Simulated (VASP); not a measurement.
# Zn (P6_3/mmc) in VASP: notebook

Zn is run at these levels: PBEsol; tasks: single point.

Everything below comes from runs of VASP 6.6.1. Logs are shortened: lines on timing, memory, paths and dates and some standing lists are left out, and cuts for length are marked.

**1. The cell of the first run**

The structure is hexagonal, space group P6_3/mmc (No. 194). The conventional cell has a = 2.785 Å, b = 2.785 Å, c = 4.947 Å, α = 90.00°, β = 90.00°, γ = 120.00°. Zn (site symmetry -6m2) has 12 Zn at 2.78 to 2.95 Å within 3.7 Å.

**2. Single point, PBEsol (strain +0.0450 x Voigt [1, 1, 0, 0, 0, 0])**

INCAR reads:

```
  PREC = Accurate
  ENCUT = 520
  EDIFF = 1E-6
  ISMEAR = 0
  SIGMA = 0.15
  LREAL = F
  LASPH = T
  NELM = 60
  ALGO = Fast
  ISIF = 2
  LWAVE = F
  LCHARG = F
  GGA = PS
  NBANDS = 19
```

KPOINTS reads:

```
Automatic mesh
0
Gamma
  24 24 10
```

POSCAR reads:

```
Zn
1.0
    2.7847139656      0.0000000000      0.0000000000
   -1.3923569828      2.4116330365      0.0000000000
    0.0000000000      0.0000000000      4.9467000000
Zn
2
Direct
    0.3333333333      0.6666666667      0.2500000000
    0.6666666667      0.3333333333      0.7500000000
```

Potentials or basis: VASP PAW PBE potentials, release 64 (Zn).

The run is started by

```bash
$ cat potpaw_PBE.64/Zn/POTCAR > POTCAR
$ mpirun -np 1 vasp_std > vasp.out
```

OUTCAR:

```text
PREC = Accurate
   ENCUT = 520
   EDIFF = 1E-6
   ISMEAR = 0
   LREAL = F
   LASPH = T
   NELM = 60
   ISIF = 2
   GGA = PS

 ion  position               nearest neighbor table
   1  0.333  0.667  0.250-   2 2.95   2 2.95   2 2.95   2 2.95   2 2.95   2 2.95
   2  0.667  0.333  0.750-   1 2.95   1 2.95   1 2.95   1 2.95   1 2.95   1 2.95

  LATTYP: Found a hexagonal cell.
 ALAT       =     2.7847139656
 C/A-ratio  =     1.7763763392

  Lattice vectors:

 A1 = (   2.7847139656,   0.0000000000,   0.0000000000)
 A2 = (  -1.3923569828,   2.4116330365,   0.0000000000)
 A3 = (   0.0000000000,   0.0000000000,   4.9467000000)

Analysis of symmetry for initial positions (statically):
=====================================================================
 Subroutine PRICEL returns:
 Original cell was already a primitive cell.

 Routine SETGRP: Setting up the symmetry group for a
 hexagonal supercell.

 Subroutine GETGRP returns: Found 24 space group operations
 (whereof 12 operations were pure point group operations)
 out of a pool of 24 trial point group operations.

The static configuration has the point symmetry D_3d.
 The point group associated with its full space group is D_6h.

Analysis of symmetry for dynamics (positions and initial velocities):
=====================================================================
 Subroutine PRICEL returns:
 Original cell was already a primitive cell.

 Routine SETGRP: Setting up the symmetry group for a
 hexagonal supercell.

 Subroutine GETGRP returns: Found 24 space group operations
 (whereof 12 operations were pure point group operations)
 out of a pool of 24 trial point group operations.

The dynamic configuration has the point symmetry D_3d.
 The point group associated with its full space group is D_6h.

 Subroutine INISYM returns: Found 24 space group operations
 (whereof 12 operations are pure point group operations),
 and found     1 'primitive' translations

----------------------------------------------------------------------------------------

                                     Primitive cell

  volume of cell :      33.2206

  direct lattice vectors                    reciprocal lattice vectors
     2.784713966  0.000000000  0.000000000     0.359103309  0.207328392  0.000000000
    -1.392356983  2.411633037  0.000000000     0.000000000  0.414656784  0.000000000
     0.000000000  0.000000000  4.946700000     0.000000000  0.000000000  0.202154972

  length of vectors
     2.784713966  2.784713966  4.946700000     0.414656784  0.414656784  0.202154972

  position of ions in fractional coordinates (direct lattice)
     0.333333333  0.666666667  0.250000000
     0.666666667  0.333333333  0.750000000

  ion indices of the primitive-cell ions
   primitive index   ion index
                 1           1
                 2           2

----------------------------------------------------------------------------------------

 KPOINTS: Automatic mesh

Automatic generation of k-mesh.
 Grid dimensions read from file:
 generate k-points for:   24   24   10

 Generating k-lattice:

  Cartesian coordinates                     Fractional coordinates (reciprocal lattice)
     0.014962638  0.008638683  0.000000000     0.041666667  0.000000000  0.000000000
     0.000000000  0.017277366  0.000000000     0.000000000  0.041666667  0.000000000
     0.000000000  0.000000000  0.020215497     0.000000000  0.000000000  0.100000000

  Length of vectors
     0.017277366  0.017277366  0.020215497

  Shift w.r.t. Gamma in fractional coordinates (k-lattice)
     0.000000000  0.000000000  0.000000000

 Subroutine IBZKPT returns following result:
 ===========================================

 Found    366 irreducible k-points:

 Following reciprocal coordinates:
            Coordinates               Weight
  0.000000  0.000000  0.000000      1.000000
  0.041667  0.000000  0.000000      6.000000
  0.083333  0.000000  0.000000      6.000000
  0.125000  0.000000  0.000000      6.000000
  0.166667  0.000000  0.000000      6.000000
  0.208333  0.000000  0.000000      6.000000
[... 16 lines left out ...]
  0.416667  0.041667  0.000000     12.000000
  0.458333  0.041667  0.000000     12.000000
 [... further k-points ...]
   k-points           NKPTS =    366   k-points in BZ     NKDIM =    366   number of bands    NBANDS=     19
   number of dos      NEDOS =    301   number of ions     NIONS =      2
   total plane-waves  NPLWV =  23040
   dimension x,y,z NGX =    24 NGY =   24 NGZ =   40
   dimension x,y,z NGXF=    48 NGYF=   48 NGZF=   80
   ions per type =               2
   NGX,Y,Z   is equivalent  to a cutoff of  14.33, 14.33, 13.44 a.u.
   NGXF,Y,Z  is equivalent  to a cutoff of  28.66, 28.66, 26.89 a.u.
 SYSTEM =  unknown system
   PREC   = accura    normal or accurate (medium, high low for compatibility)
   ISTART =      0    job   : 0-new  1-cont  2-samecut
   ICHARG =      2    charge: 1-file 2-atom 10-const
   ISPIN  =      1    spin polarized calculation?
   LNONCOLLINEAR =      F non collinear calculations
   LSORBIT =      F    spin-orbit coupling
   LASPH  =      T    aspherical Exc in radial PAW
   ENCUT  =  520.0 eV  38.22 Ry    6.18 a.u.   5.18  5.18  9.20*2*pi/ulx,y,z
   NELM   =     60;   NELMIN=  2; NELMDL= -5     # of ELM steps
   EDIFF  = 0.1E-05   stopping-criterion for ELM
   LREAL  =      F    real-space projection
   EDIFFG = 0.1E-04   stopping-criterion for IOM
   NSW    =      0    number of steps for IOM
   IBRION =     -1    ionic relax: 0-MD 1-quasi-New 2-CG
   NFREE  =      0    steps in history (QN), initial steepest desc. (CG)
   ISIF   =      2    stress and relaxation
   ISYM   =      2    0-nonsym 1-usesym 2-fastsym
   POTIM  = 0.5000    time-step for ionic-motion
   TEBEG  =    0.0;   TEEND  =   0.0 temperature during run
   PSTRESS=    0.0 pullay stress
   NELECT =      24.0000    total number of electrons
   NUPDOWN=      -1.0000    fix difference up-down
   EMIN   =  10.00;   EMAX   =-10.00  energy-range for DOS
   EFERMI =   0.00;   METHOD = LEGACY
   ISMEAR =     0;   SIGMA  =   0.15  broadening in eV -4-tet -1-fermi 0-gaus
   EFERMI_NEDOS =   21; number of points for ismear=-14 and -15
   IALGO  =     68    algorithm
   IMIX   =      4    mixing-type and parameters
     AMIX     =   0.40;   BMIX     =  1.00
     AMIX_MAG =   1.60;   BMIX_MAG =  1.00
  volume/ion in A,a.u.               =      16.61       112.09
  Fermi-wavevector in a.u.,A,eV,Ry     =   1.468958  2.775929 29.359172  2.157838
  Thomas-Fermi vector in A             =   2.584393
   LORBIT       =      0    0 simple, 1 ext, 2 COOP (PROOUT), +10 PAW based schemes
   GGA     = PS    functional components
   LHFCALC =     F    Hartree Fock is set to
   AEXX    =    0.0000 exact exchange contribution
   IVDW    =     0    specifies the selected vdW correction
   LEPSILON=     F    determine dielectric tensor
   LRPA    =     F    only Hartree local field effects (RPA)
 non-spin polarized calculation
 RMM-DIIS sequential band-by-band and
 Gauss-broadening in eV      SIGMA  =   0.15
  energy-cutoff  :      520.00
  volume of cell :       33.22
 maximum number of plane-waves:       910
 NGX is ok and might be reduce to    24
   NGX = 11   NGY = 11   NGZ = 19

 number of electron      24.0000009 magnetization

 Free energy of the ion-electron system (eV)
  ---------------------------------------------------
  ext. energy  EPLUGINS =         0.00000000
  ---------------------------------------------------
  free energy    TOTEN  =        -2.98955993 eV

  energy without entropy =       -2.98244587  energy(sigma->0) =       -2.98600290

 E-fermi :   2.3826     XC(G=0): -11.2528

 val. band max:        2.3689656794   @ k =   0.4583   0.0000   0.4000
 cond. band min:       2.4047827989   @ k =   0.4167   0.1250   0.4000
 fundamental gap:      0.0358171195
 Fermi energy:         2.3825637961

 k-point     1 :       0.0000    0.0000    0.0000
  band No.  band energies     occupation
      1      -7.3812      2.00000
      2      -5.7809      2.00000
      3      -5.2142      2.00000
      4      -5.0668      2.00000
      5      -5.0668      2.00000
      6      -5.0156      2.00000
[... 11 lines left out ...]
     18      19.5126      0.00000
     19      19.6459      0.00000

 k-point     2 :       0.0417    0.0000    0.0000
  band No.  band energies     occupation
      1      -7.3343      2.00000
      2      -5.7637      2.00000
      3      -5.2114      2.00000
      4      -5.0695      2.00000
      5      -5.0570      2.00000
      6      -5.0197      2.00000
[... 11 lines left out ...]
     18      19.9600      0.00000
     19      20.1938      0.00000

 k-point     3 :       0.0833    0.0000    0.0000
  band No.  band energies     occupation
      1      -7.1946      2.00000
      2      -5.7147      2.00000
      3      -5.2052      2.00000
      4      -5.0748      2.00000
      5      -5.0299      2.00000
      6      -5.0282      2.00000
[... 11 lines left out ...]
     18      20.0379      0.00000
     19      20.5615      0.00000

 k-point     4 :       0.1250    0.0000    0.0000
  band No.  band energies     occupation
      1      -6.9654      2.00000
      2      -5.6428      2.00000
      3      -5.2021      2.00000
      4      -5.0799      2.00000
      5      -5.0340      2.00000
      6      -4.9819      2.00000
[... 11 lines left out ...]
     18      18.8508      0.00000
     19      20.2616      0.00000

 k-point     5 :       0.1667    0.0000    0.0000
  band No.  band energies     occupation
      1      -6.6551      2.00000
      2      -5.5647      2.00000
      3      -5.2017      2.00000
      4      -5.0919      2.00000
      5      -5.0055      2.00000
      6      -4.9577      2.00000
[... 11 lines left out ...]
     18      17.4318      0.00000
     19      18.8809      0.00000

 k-point     6 :       0.2083    0.0000    0.0000
  band No.  band energies     occupation
      1      -6.2857      2.00000
      2      -5.5075      2.00000
      3      -5.1844      2.00000
      4      -5.1000      2.00000
      5      -5.0567      2.00000
      6      -4.9325      2.00000
[... 11 lines left out ...]
     18      16.7756      0.00000
     19      18.4573      0.00000

 k-point     7 :       0.2500    0.0000    0.0000
  band No.  band energies     occupation
      1      -5.9193      2.00000
      2      -5.4933      2.00000
      3      -5.1580      2.00000
      4      -5.1348      2.00000
      5      -5.0723      2.00000
      6      -4.9039      2.00000
[... 11 lines left out ...]
     18      16.3462      0.00000
     19      18.6712      0.00000

 k-point     8 :       0.2917    0.0000    0.0000
  band No.  band energies     occupation
      1      -5.6793      2.00000
      2      -5.5105      2.00000
      3      -5.2511      2.00000
      4      -5.0858      2.00000
      5      -4.9747      2.00000
      6      -4.9290      2.00000
[... 256 lines left out ...]
 k-point    20 :       0.2917    0.0417    0.0000
  band No.  band energies     occupation
      1      -5.6049      2.00000
      2      -5.5109      2.00000
      3      -5.2926      2.00000
      4      -5.0615      2.00000
      5      -4.9717      2.00000
      6      -4.9378      2.00000
[... 11 lines left out ...]
     18      16.5139      0.00000
     19      17.2704      0.00000

 k-point    21 :       0.3333    0.0417    0.0000
  band No.  band energies     occupation
      1      -5.5887      2.00000
      2      -5.5243      2.00000
      3      -5.3631      2.00000
      4      -5.0162      2.00000
      5      -4.9955      2.00000
      6      -4.9491      2.00000
[... 11 lines left out ...]
     18      16.2451      0.00000
     19      16.8406      0.00000

 k-point    22 :       0.3750    0.0417    0.0000
  band No.  band energies     occupation
      1      -5.6115      2.00000
      2      -5.5344      2.00000
      3      -5.4166      2.00000
      4      -5.0147      2.00000
      5      -4.9787      2.00000
      6      -4.9737      2.00000
[... 11 lines left out ...]
     18      16.0450      0.00000
     19      16.5099      0.00000

 k-point    23 :       0.4167    0.0417    0.0000
  band No.  band energies     occupation
      1      -5.6333      2.00000
      2      -5.5455      2.00000
      3      -5.4526      2.00000
      4      -5.0282      2.00000
      5      -4.9909      2.00000
      6      -4.9521      2.00000
[... 11 lines left out ...]
     18      15.9123      0.00000
     19      16.2853      0.00000

 k-point    24 :       0.4583    0.0417    0.0000
  band No.  band energies     occupation
      1      -5.6455      2.00000
      2      -5.5526      2.00000
      3      -5.4706      2.00000
      4      -5.0351      2.00000
      5      -4.9997      2.00000
      6      -4.9383      2.00000
[... 11 lines left out ...]
     18      15.8462      0.00000
     19      16.1718      0.00000

 [... further k-points ...]

------------------------ aborting loop because EDIFF is reached ----------------------------------------

  FORCE on cell =-STRESS in cart. coord.  units (eV):
  Direction    XX          YY          ZZ          XY          YZ          ZX
  --------------------------------------------------------------------------------------
  -------------------------------------------------------------------------------------
  Total       -2.1472031     -2.1472031     -1.6283934     -0.0000000     -0.0000000      0.0000000
  in kB     -103.5562517   -103.5562517    -78.5348690     -0.0000000     -0.0000000      0.0000000
  external PRESSURE =     -95.2157908 kB  Pullay stress =       0.0000000 kB

 VOLUME and BASIS-vectors are now :
 -----------------------------------------------------------------------------
  energy-cutoff  :      520.00
  volume of cell :       33.22
      direct lattice vectors                 reciprocal lattice vectors
     2.784713966  0.000000000  0.000000000     0.359103309  0.207328392  0.000000000
    -1.392356983  2.411633037  0.000000000     0.000000000  0.414656784  0.000000000
     0.000000000  0.000000000  4.946700000     0.000000000  0.000000000  0.202154972

 POSITION                                       TOTAL-FORCE (eV/Angst)
 -----------------------------------------------------------------------------------
     -0.00000      1.60776      1.23667        -0.000000     -0.000000      0.000000
      1.39236      0.80388      3.71002         0.000000      0.000000      0.000000
 -----------------------------------------------------------------------------------
    total drift:                                0.000000     -0.000000      0.000000

  FREE ENERGIE OF THE ION-ELECTRON SYSTEM (eV)
  ---------------------------------------------------
  free  energy   TOTEN  =        -2.9895599293 eV

  energy  without entropy=       -2.9824458659  energy(sigma->0) =       -2.98600290
```

Wall time 3.5 min (1 thread of Intel Xeon 8259CL, shared host); peak memory 0.3 GiB.

What came out:

| Property | Result |
| --- | --- |
| Free energy | -2.9896 eV |
| Pressure | -9.5 GPa |
| Band gap on the k mesh | zero (bands 12 and 13 overlap by 4.09 eV) |

Caveat: the cell differs from its parent crystal (strain +0.0450 x Voigt [1, 1, 0, 0, 0, 0]); the cell stands under tension; the PAW data sets were made with another functional, which shifts forces and pressure a little.

**3. Single point, PBEsol (strain +0.0525 x Voigt [1, 1, 0, 0, 0, 0])**

INCAR reads:

```
SYSTEM = Zn
  PREC = Accurate
  ENCUT = 520
  EDIFF = 1E-7
  ISMEAR = 0
  SIGMA = 0.15
  LREAL = .FALSE.
  LASPH = .TRUE.
  NELM = 100
  ALGO = Fast
  ISIF = 2
  LWAVE = .FALSE.
  LCHARG = .FALSE.
  GGA = PS
  NBANDS = 19
```

KPOINTS reads:

```
regular mesh
0
G
  24 24 10
  0 0 0
```

POSCAR reads:

```
Zn
1.0
    2.8046999510      0.0000000000      0.0000000000
   -1.4023499755      2.4289414075      0.0000000000
    0.0000000000      0.0000000000      4.9467000000
Zn
2
Direct
    0.3333333333      0.6666666667      0.2500000000
    0.6666666667      0.3333333333      0.7500000000
```

Potentials or basis: VASP PAW PBE potentials, release 64 (Zn).

The run is started by

```bash
$ cat potpaw_PBE.64/Zn/POTCAR > POTCAR
$ mpirun -np 1 vasp_std > vasp.out
```

Wall time 4.3 min (1 thread of Intel Xeon 8259CL, shared host); peak memory 0.3 GiB.

The run converged. Its results:

```
Free energy            : -2.9578 eV
Pressure               : -10.0 GPa
Band gap on the k mesh : zero (bands 12 and 13 overlap by 4.06 eV)
```

Stress tensor (GPa, compression positive):
```
-10.78   0.00   0.00
  0.00 -10.78   0.00
  0.00   0.00  -8.42
```

Levels at points of the mesh, in eV from the Fermi level:
| k point | band 9 | band 10 | band 11 | band 12 | band 13 | band 14 | band 15 | band 16 |
| --- | --- | --- | --- | --- | --- | --- | --- | --- |
| (0.00, 0.00, 0.00) | -7.15 | -6.93 | -6.93 | -2.96 | -2.55 | 14.30 | 15.10 | 15.10 |
| (0.50, 0.00, 0.00) | -6.82 | -6.80 | -2.73 | -2.40 | 2.70 | 3.39 | 3.73 | 5.51 |
| (0.00, 0.00, 0.50) | -7.01 | -7.01 | -7.01 | -7.01 | 5.17 | 5.17 | 16.36 | 16.36 |
| (0.50, 0.00, 0.50) | -6.81 | -6.81 | -1.68 | -1.68 | -0.30 | -0.30 | 10.06 | 10.06 |

Caveat: the cell differs from its parent crystal (strain +0.0525 x Voigt [1, 1, 0, 0, 0, 0]); the cell stands under tension; the PAW data sets were made with another functional, which shifts forces and pressure a little.

The gap in the log of VASP goes by the Fermi energy; the results here count the filled bands.